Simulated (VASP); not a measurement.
Write the native input for VASP 6.6.1 that does the following.

| Property | Result |
| --- | --- |
| Task | single point |
| Functional | PBEsol |
| Potentials or basis | VASP PAW PBE potentials, release 64 (Ru_pv) |
| Cutoff | 520 eV |
| k mesh | 18 × 18 × 10 |
| Occupations | gaussian, width 0.15 eV |
| Spin | no spin polarisation |
| Dipole correction | no |
| Further INCAR settings | ALGO = Normal; EDIFF = 1e-07; NBANDS = 21 |

The structure of Ru lies in POSCAR:

```
Ru
1.0
    2.6896847531      0.0000000000      0.0000000000
   -1.3448423765      2.3293353243      0.0000000000
    0.0000000000      0.0000000000      3.7421000000
Ru
2
Direct
    0.3333333333      0.6666666667      0.2500000000
    0.6666666667      0.3333333333      0.7500000000
```

The input as run:

INCAR

```
ALGO = Normal ; EDIFF = 1E-7
ENCUT = 520 ; GGA = PS
ISIF = 2 ; ISMEAR = 0
LASPH = True ; LCHARG = True
LELF = True ; LREAL = False
LVHAR = True ; LWAVE = False
NBANDS = 21 ; NELM = 80
PREC = Accurate ; SIGMA = 0.15
```

KPOINTS

```
k-points
0
Gamma
  18 18 10
```

Potentials or basis: VASP PAW PBE potentials, release 64 (Ru_pv).

Run with:

```console
$ cat potpaw_PBE.64/Ru_pv/POTCAR > POTCAR
$ mpirun -np 1 vasp_std > vasp.out
```

Results of the run:

| Item | Value |
| --- | --- |
| Pressure | 71.3 GPa |
| Band gap on the k mesh | zero (band 14 reaches 17.38 eV, above the bottom of band 15 at 13.92 eV) |

Caveat: the PAW data sets were made with another functional, which shifts forces and pressure a little.

Wall time 45 s on 1 thread of AMD EPYC 9R45 96-Core Processor (Zen 5), with other jobs on the host, peak memory 0.16 GiB.
